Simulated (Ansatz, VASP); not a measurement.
## C: VASP beside Ansatz

INCAR

```
SYSTEM = C
PREC     = Accurate       ! precision mode
ENCUT    = 520            ! plane-wave cutoff, eV
EDIFF    = 1E-6           ! SCF threshold, eV
ISMEAR   = 0              ! smearing method
SIGMA    = 0.1            ! smearing width, eV
LREAL    = .False.        ! projectors in reciprocal space
LASPH    = .True.         ! aspherical terms in the spheres
NELM     = 60             ! most SCF steps
ALGO     = Normal         ! electronic algorithm
ISIF     = 2              ! what is computed and relaxed
LWAVE    = .False.        ! write WAVECAR
LCHARG   = .False.        ! write CHGCAR
GGA      = PE             ! functional
NBANDS   = 16             ! bands
```

The input KPOINTS:

```
regular mesh
0
Gamma
  24 24 6
  0 0 0
```

The input POSCAR:

```
C
1.0
    2.4665328077      0.0000000000      0.0000000000
   -1.2332664039      2.1360800708      0.0000000000
    0.0000000000      0.0000000000      8.4654490968
C
4
Direct
    0.0000000000      0.0000000000      0.2500000000
    0.0000000000      0.0000000000      0.7500000000
    0.3333333333      0.6666666667      0.2500000000
    0.6666666667      0.3333333333      0.7500000000
```

Input for Ansatz:

```yaml
crystal:
  lattice:
    - [2.4665327983, 0.0, 0.0]
    - [-1.2332663992, 2.1360800626, 0.0]
    - [0.0, 0.0, 8.4654480266]
  atoms:
    - { symbol: C, position: [0.0, 0.0, 0.25] }
    - { symbol: C, position: [0.0, 0.0, 0.75] }
    - { symbol: C, position: [0.3333333333, 0.6666666667, 0.25] }
    - { symbol: C, position: [0.6666666667, 0.3333333333, 0.75] }
basis:
  ecutwfc: 420
kpoints:
  mp_grid: { grid: [24, 24, 6] }
hamiltonian:
  xc: pbe
scf:
  occupations: { method: gaussian, width: 0.1 }
output:
  forces: true
  stress: true
  eigenvalues: true
```

Alike in both runs: task single point; functional PBE; k mesh 24 × 24 × 6; occupations gaussian, width 0.1 eV; no spin polarisation.

|  | VASP | Ansatz |
| --- | --- | --- |
| version | VASP 6.6.1 | Ansatz 0.2.0 |
| potentials or method | VASP PAW PBE potentials, release 64 (C), cutoff 520 eV | scalar-relativistic, plane waves, PAW |
| valence electrons in the cell | 16 | 16 |

```tsv
	VASP	Ansatz	Ansatz less VASP
gap on the k mesh at the Fermi level (eV)	none	none	-
pressure (GPa)	0.4	0.0	-0.35
traceless stress, the component that is largest in VASP (GPa)	-0.36	0.05	+0.415
```

A gap of «none» marks a metal or a gap that the smearing closes.
